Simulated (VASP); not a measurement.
# Ge2Sb2Te5 (P-3m1) in VASP: a series of runs

Runs on Ge2Sb2Te5. Level: PBE. Tasks: single point.

Program: VASP 6.6.1. These are calculated values, not measurements. Logs are shortened: lines on timing, memory, paths and dates and some standing lists are left out, and cuts for length are marked.

### Step 1. The cell of the first run

The structure is trigonal, space group P-3m1 (No. 164). The conventional cell has a = 4.263 Å, b = 4.263 Å, c = 18.098 Å, α = 90.00°, β = 90.00°, γ = 120.00°. Ge (site symmetry 3m) has 6 Te at 2.84 to 3.32 Å within 3.7 Å. Sb (site symmetry 3m) has 6 Te at 3.02 to 3.19 Å within 4.0 Å. Te (site symmetry -3m) has 6 Sb at 3.19 Å and 6 Te at 4.26 Å within 4.3 Å. Te (site symmetry 3m) has 3 Sb at 3.02 Å and 3 Ge at 3.32 Å within 4.0 Å. Te (site symmetry 3m) has 3 Ge at 2.84 Å within 3.7 Å.

### Step 2. Single point, PBE

File INCAR:

```
SYSTEM = Ge2Sb2Te5
ALGO     = Normal         ! electronic algorithm
EDIFF    = 1E-6           ! SCF threshold, eV
ENCUT    = 520            ! plane-wave cutoff, eV
GGA      = PE             ! functional
ISIF     = 2              ! what is computed and relaxed
ISMEAR   = 0              ! smearing method
LASPH    = .TRUE.         ! aspherical terms in the spheres
LCHARG   = .FALSE.        ! write CHGCAR
LREAL    = .FALSE.        ! projectors in reciprocal space
LWAVE    = .FALSE.        ! write WAVECAR
NBANDS   = 44             ! bands
NELM     = 80             ! most SCF steps
PREC     = Accurate       ! precision mode
SIGMA    = 0.03           ! smearing width, eV
```

File KPOINTS:

```
k-points
0
G
  12 12 2
  0 0 0
```

File POSCAR:

```
Ge2Sb2Te5
1.0
    4.2629490295      0.0000000000      0.0000000000
   -2.1314745147      3.6918221546      0.0000000000
    0.0000000000      0.0000000000     18.0976006795
Ge Sb Te
2 2 5
Direct
    0.0000000000      0.0000000000      0.3313200918
    0.0000000000      0.0000000000      0.6686799082
    0.3333333333      0.6666666667      0.1120971408
    0.6666666667      0.3333333333      0.8879028592
    0.0000000000      0.0000000000      0.0000000000
    0.3333333333      0.6666666667      0.7914345914
    0.6666666667      0.3333333333      0.2085654086
    0.3333333333      0.6666666667      0.4096023866
    0.6666666667      0.3333333333      0.5903976134
```

Potentials or basis: VASP PAW PBE potentials, release 64 (Ge_d, Sb, Te).

The run is started by

```bash
$ cat potpaw_PBE.64/Ge_d/POTCAR potpaw_PBE.64/Sb/POTCAR potpaw_PBE.64/Te/POTCAR > POTCAR
$ mpirun -np 1 vasp_std > vasp.out
```

OUTCAR:

```text
SYSTEM = Ge2Sb2Te5
   EDIFF = 1E-6
   ENCUT = 520
   GGA = PE
   ISIF = 2
   ISMEAR = 0
   LASPH = .TRUE.
   LREAL = .FALSE.
   NELM = 80
   PREC = Accurate

 ion  position               nearest neighbor table
   1  0.000  0.000  0.331-   8 2.84   8 2.84   8 2.84
   2  0.000  0.000  0.669-   9 2.84   9 2.84   9 2.84
   3  0.333  0.667  0.112-   7 3.02   7 3.02   7 3.02   5 3.19   5 3.19   5 3.19
   4  0.667  0.333  0.888-   6 3.02   6 3.02   6 3.02   5 3.19   5 3.19   5 3.19
   5  0.000  0.000  0.000-   3 3.19   4 3.19   3 3.19   4 3.19   4 3.19   3 3.19
   6  0.333  0.667  0.791-   4 3.02   4 3.02   4 3.02
   7  0.667  0.333  0.209-   3 3.02   3 3.02   3 3.02
   8  0.333  0.667  0.410-   1 2.84   1 2.84   1 2.84
   9  0.667  0.333  0.590-   2 2.84   2 2.84   2 2.84

  LATTYP: Found a hexagonal cell.
 ALAT       =     4.2629490295
 C/A-ratio  =     4.2453242003

  Lattice vectors:

 A1 = (   4.2629490295,   0.0000000000,   0.0000000000)
 A2 = (  -2.1314745147,   3.6918221546,   0.0000000000)
 A3 = (   0.0000000000,   0.0000000000,  18.0976006795)

Analysis of symmetry for initial positions (statically):
=====================================================================
 Subroutine PRICEL returns:
 Original cell was already a primitive cell.

 Routine SETGRP: Setting up the symmetry group for a
 hexagonal supercell.

 Subroutine GETGRP returns: Found 12 space group operations
 (whereof 12 operations were pure point group operations)
 out of a pool of 24 trial point group operations.

The static configuration has the point symmetry D_3d.

Analysis of symmetry for dynamics (positions and initial velocities):
=====================================================================
 Subroutine PRICEL returns:
 Original cell was already a primitive cell.

 Routine SETGRP: Setting up the symmetry group for a
 hexagonal supercell.

 Subroutine GETGRP returns: Found 12 space group operations
 (whereof 12 operations were pure point group operations)
 out of a pool of 24 trial point group operations.

The dynamic configuration has the point symmetry D_3d.

 Subroutine INISYM returns: Found 12 space group operations
 (whereof 12 operations are pure point group operations),
 and found     1 'primitive' translations

----------------------------------------------------------------------------------------

                                     Primitive cell

  volume of cell :     284.8209

  direct lattice vectors                    reciprocal lattice vectors
     4.262949029  0.000000000  0.000000000     0.234579394  0.135434476  0.000000000
    -2.131474515  3.691822155  0.000000000     0.000000000  0.270868953  0.000000000
     0.000000000  0.000000000 18.097600680     0.000000000  0.000000000  0.055255943

  length of vectors
     4.262949029  4.262949029 18.097600680     0.270868953  0.270868953  0.055255943

  position of ions in fractional coordinates (direct lattice)
     0.000000000  0.000000000  0.331320092
     0.000000000  0.000000000  0.668679908
     0.333333333  0.666666667  0.112097141
     0.666666667  0.333333333  0.887902859
     0.000000000  0.000000000  0.000000000
     0.333333333  0.666666667  0.791434591
     0.666666667  0.333333333  0.208565409
     0.333333333  0.666666667  0.409602387
     0.666666667  0.333333333  0.590397613

  ion indices of the primitive-cell ions
   primitive index   ion index
                 1           1
                 2           2
                 3           3
                 4           4
                 5           5
                 6           6
                 7           7
                 8           8
                 9           9

----------------------------------------------------------------------------------------

 KPOINTS: k-points

Automatic generation of k-mesh.
 Grid dimensions read from file:
 generate k-points for:   12   12    2

 Generating k-lattice:

  Cartesian coordinates                     Fractional coordinates (reciprocal lattice)
     0.019548283  0.011286206  0.000000000     0.083333333 -0.000000000  0.000000000
     0.000000000  0.022572413  0.000000000     0.000000000  0.083333333  0.000000000
     0.000000000  0.000000000  0.027627972     0.000000000  0.000000000  0.500000000

  Length of vectors
     0.022572413  0.022572413  0.027627972

  Shift w.r.t. Gamma in fractional coordinates (k-lattice)
     0.000000000  0.000000000  0.000000000

 Subroutine IBZKPT returns following result:
 ===========================================

 Found     38 irreducible k-points:

 Following reciprocal coordinates:
            Coordinates               Weight
  0.000000  0.000000  0.000000      1.000000
  0.083333 -0.000000  0.000000      6.000000
  0.166667  0.000000  0.000000      6.000000
  0.250000 -0.000000  0.000000      6.000000
  0.333333 -0.000000  0.000000      6.000000
  0.416667  0.000000  0.000000      6.000000
[... 16 lines left out ...]
  0.250000 -0.000000  0.500000      6.000000
  0.333333 -0.000000  0.500000      6.000000
 [... further k-points ...]
   k-points           NKPTS =     38   k-points in BZ     NKDIM =     38   number of bands    NBANDS=     44
   number of dos      NEDOS =    301   number of ions     NIONS =      9
   total plane-waves  NPLWV = 143360
   dimension x,y,z NGX =    32 NGY =   32 NGZ =  140
   dimension x,y,z NGXF=    64 NGYF=   64 NGZF=  280
   ions per type =               2   2   5
   NGX,Y,Z   is equivalent  to a cutoff of  12.48, 12.48, 12.86 a.u.
   NGXF,Y,Z  is equivalent  to a cutoff of  24.96, 24.96, 25.72 a.u.
 SYSTEM =  Ge2Sb2Te5
   PREC   = accura    normal or accurate (medium, high low for compatibility)
   ISTART =      0    job   : 0-new  1-cont  2-samecut
   ICHARG =      2    charge: 1-file 2-atom 10-const
   ISPIN  =      1    spin polarized calculation?
   LNONCOLLINEAR =      F non collinear calculations
   LSORBIT =      F    spin-orbit coupling
   LASPH  =      T    aspherical Exc in radial PAW
   ENCUT  =  520.0 eV  38.22 Ry    6.18 a.u.   7.93  7.93 33.65*2*pi/ulx,y,z
   NELM   =     80;   NELMIN=  2; NELMDL= -5     # of ELM steps
   EDIFF  = 0.1E-05   stopping-criterion for ELM
   LREAL  =      F    real-space projection
   EDIFFG = 0.1E-04   stopping-criterion for IOM
   NSW    =      0    number of steps for IOM
   IBRION =     -1    ionic relax: 0-MD 1-quasi-New 2-CG
   NFREE  =      0    steps in history (QN), initial steepest desc. (CG)
   ISIF   =      2    stress and relaxation
   ISYM   =      2    0-nonsym 1-usesym 2-fastsym
   POTIM  = 0.5000    time-step for ionic-motion
   TEBEG  =    0.0;   TEEND  =   0.0 temperature during run
   PSTRESS=    0.0 pullay stress
   NELECT =      68.0000    total number of electrons
   NUPDOWN=      -1.0000    fix difference up-down
   EMIN   =  10.00;   EMAX   =-10.00  energy-range for DOS
   EFERMI =   0.00;   METHOD = LEGACY
   ISMEAR =     0;   SIGMA  =   0.03  broadening in eV -4-tet -1-fermi 0-gaus
   EFERMI_NEDOS =   21; number of points for ismear=-14 and -15
   IALGO  =     38    algorithm
   IMIX   =      4    mixing-type and parameters
     AMIX     =   0.40;   BMIX     =  1.00
     AMIX_MAG =   1.60;   BMIX_MAG =  1.00
  volume/ion in A,a.u.               =      31.65       213.56
  Fermi-wavevector in a.u.,A,eV,Ry     =   1.015595  1.919196 14.033497  1.031433
  Thomas-Fermi vector in A             =   2.148890
   LORBIT       =      0    0 simple, 1 ext, 2 COOP (PROOUT), +10 PAW based schemes
   GGA     = PE    functional components
   LHFCALC =     F    Hartree Fock is set to
   AEXX    =    0.0000 exact exchange contribution
   IVDW    =     0    specifies the selected vdW correction
   LEPSILON=     F    determine dielectric tensor
   LRPA    =     F    only Hartree local field effects (RPA)
 non-spin polarized calculation
 Gauss-broadening in eV      SIGMA  =   0.03
  energy-cutoff  :      520.00
  volume of cell :      284.82
 maximum number of plane-waves:      7734
 NGX is ok and might be reduce to    32
   NGX = 15   NGY = 15   NGZ = 67

 number of electron      68.0000027 magnetization

 Free energy of the ion-electron system (eV)
  ---------------------------------------------------
  ext. energy  EPLUGINS =         0.00000000
  ---------------------------------------------------
  free energy    TOTEN  =       -33.84923375 eV

  energy without entropy =      -33.84846613  energy(sigma->0) =      -33.84884994

 E-fermi :   5.9319     XC(G=0):  -9.1940

 val. band max:        5.9254529103   @ k =   0.0833  -0.0000   0.5000
 cond. band min:       5.9425976280   @ k =   0.0833  -0.0000   0.5000
 fundamental gap:      0.0171447177
 Fermi energy:         5.9318972454

 k-point     1 :       0.0000    0.0000    0.0000
  band No.  band energies     occupation
      1     -18.9681      2.00000
      2     -18.9681      2.00000
      3     -18.9681      2.00000
      4     -18.9681      2.00000
      5     -18.9564      2.00000
      6     -18.9564      2.00000
[... 36 lines left out ...]
     43       7.8009      0.00000
     44       7.9989      0.00000

 k-point     2 :       0.0833   -0.0000    0.0000
  band No.  band energies     occupation
      1     -18.9682      2.00000
      2     -18.9682      2.00000
      3     -18.9679      2.00000
      4     -18.9679      2.00000
      5     -18.9565      2.00000
      6     -18.9565      2.00000
[... 36 lines left out ...]
     43       8.0467      0.00000
     44       8.2107      0.00000

 k-point     3 :       0.1667    0.0000    0.0000
  band No.  band energies     occupation
      1     -18.9685      2.00000
      2     -18.9685      2.00000
      3     -18.9675      2.00000
      4     -18.9675      2.00000
      5     -18.9567      2.00000
      6     -18.9567      2.00000
[... 976 lines left out ...]
     43       8.7966      0.00000
     44       8.8666      0.00000

 k-point    24 :       0.3333   -0.0000    0.5000
  band No.  band energies     occupation
      1     -18.9694      2.00000
      2     -18.9694      2.00000
      3     -18.9663      2.00000
      4     -18.9663      2.00000
      5     -18.9574      2.00000
      6     -18.9574      2.00000
[... 36 lines left out ...]
     43       8.8969      0.00000
     44       8.9138      0.00000

 [... further k-points ...]

------------------------ aborting loop because EDIFF is reached ----------------------------------------

  FORCE on cell =-STRESS in cart. coord.  units (eV):
  Direction    XX          YY          ZZ          XY          YZ          ZX
  --------------------------------------------------------------------------------------
  -------------------------------------------------------------------------------------
  Total        0.0339551      0.0339551      0.0031607      0.0000000      0.0000000      0.0000000
  in kB        0.1910043      0.1910043      0.0177796      0.0000000      0.0000000      0.0000000
  external PRESSURE =       0.1332628 kB  Pullay stress =       0.0000000 kB

 VOLUME and BASIS-vectors are now :
 -----------------------------------------------------------------------------
  energy-cutoff  :      520.00
  volume of cell :      284.82
      direct lattice vectors                 reciprocal lattice vectors
     4.262949029  0.000000000  0.000000000     0.234579394  0.135434476  0.000000000
    -2.131474515  3.691822155  0.000000000     0.000000000  0.270868953  0.000000000
     0.000000000  0.000000000 18.097600680     0.000000000  0.000000000  0.055255943

 POSITION                                       TOTAL-FORCE (eV/Angst)
 -----------------------------------------------------------------------------------
      0.00000      0.00000      5.99610        -0.000000      0.000000     -0.002527
      0.00000      0.00000     12.10150         0.000000      0.000000      0.002527
     -0.00000      2.46121      2.02869        -0.000000      0.000000     -0.024849
      2.13147      1.23061     16.06891        -0.000000      0.000000      0.024849
      0.00000      0.00000      0.00000        -0.000000      0.000000      0.000000
     -0.00000      2.46121     14.32307         0.000000     -0.000000     -0.012547
      2.13147      1.23061      3.77453        -0.000000      0.000000      0.012547
     -0.00000      2.46121      7.41282         0.000000      0.000000      0.009212
      2.13147      1.23061     10.68478        -0.000000     -0.000000     -0.009212
 -----------------------------------------------------------------------------------
    total drift:                               -0.000000     -0.000000      0.000000

  FREE ENERGIE OF THE ION-ELECTRON SYSTEM (eV)
  ---------------------------------------------------
  free  energy   TOTEN  =       -33.8492337524 eV

  energy  without entropy=      -33.8484661305  energy(sigma->0) =      -33.84884994
```

Run time: 21 min. Hardware: 1 thread of Intel Xeon 8259CL, shared host; peak memory 0.66 GiB.

What came out:

```
Free energy            : -33.8492 eV
Pressure               : 0.0 GPa
Largest force          : 0.025 eV/Å
Band gap on the k mesh : 0.02 eV
```

Forces on the atoms (eV/Å):
```
Ge   0.000  0.000 -0.003
Ge   0.000  0.000  0.003
Sb   0.000  0.000 -0.025
Sb   0.000  0.000  0.025
Te   0.000  0.000  0.000
Te   0.000  0.000 -0.013
Te   0.000  0.000  0.013
Te   0.000  0.000  0.009
Te   0.000  0.000 -0.009
```

Levels at points of the mesh, in eV from the valence-band top:
```csv
k point,band 30,band 31,band 32,band 33,band 34,band 35,band 36,band 37,band 38,band 39
"(0.00, 0.00, 0.00)",-1.43,-1.43,-1.32,-1.17,-0.14,0.11,0.11,0.12,1.01,1.01
"(0.50, 0.00, 0.00)",-2.44,-1.96,-1.79,-1.31,-1.26,0.35,0.41,0.64,1.33,1.77
"(0.00, 0.00, 0.50)",-1.50,-1.48,-1.48,-1.04,-0.15,0.13,0.13,0.13,0.96,0.96
"(0.50, 0.00, 0.50)",-2.48,-2.09,-1.96,-1.73,-0.75,0.03,0.57,0.81,1.49,1.85
```

Caveat: semilocal functionals underestimate gaps, and a narrow one can read as zero; spin-orbit coupling is left out, which moves the levels of the heavy elements; this functional lacks dispersion, which binds layers or chains, so the pressure and a relaxed spacing across them are unreliable.

(Part 1 of 2 ends here.)

The gap in the log of VASP goes by the Fermi energy; the results here count the filled bands.